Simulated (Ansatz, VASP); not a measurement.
**Ru: VASP beside Ansatz**

```
Ru
1.0
     2.66521    0.00000    0.00000
    -1.33261    2.30814    0.00000
     0.00000    0.00000    4.15344
Ru
2
Cartesian
  0.0000 1.5388 1.0384
  1.3326 0.7694 3.1151
```

Change from the starting cell: strain -0.015 along x and y, -0.030 along z, atoms carried along.

Alike in both runs: task single point; functional PBEsol; k mesh 24 × 24 × 12; occupations gaussian, width 0.15 eV; no spin polarisation.

|  | VASP | Ansatz |
| --- | --- | --- |
| version | VASP 6.6.1 | Ansatz 0.2.0 |
| potentials or method | VASP PAW PBE potentials, release 64 (Ru_pv), cutoff 520 eV | scalar-relativistic, plane waves, PAW |
| valence electrons in the cell | 28 | 32 |

Ansatz gave:

```
gap on the k mesh at the Fermi level (eV)                     : none
pressure (GPa)                                                : 16.4
traceless stress, the component that is largest in VASP (GPa) : 5.30
```

Estimate VASP's values.

gap on the k mesh at the Fermi level (eV): none; pressure (GPa): 16.4; traceless stress, the component that is largest in VASP (GPa): 5.34.

VASP's potentials were made for PBE, not for PBEsol. A gap of «none» marks a metal or a gap that the smearing closes. VASP's potentials hold 28 valence electrons a cell and Ansatz's 32, so a difference there can come from the potentials and not from the codes.
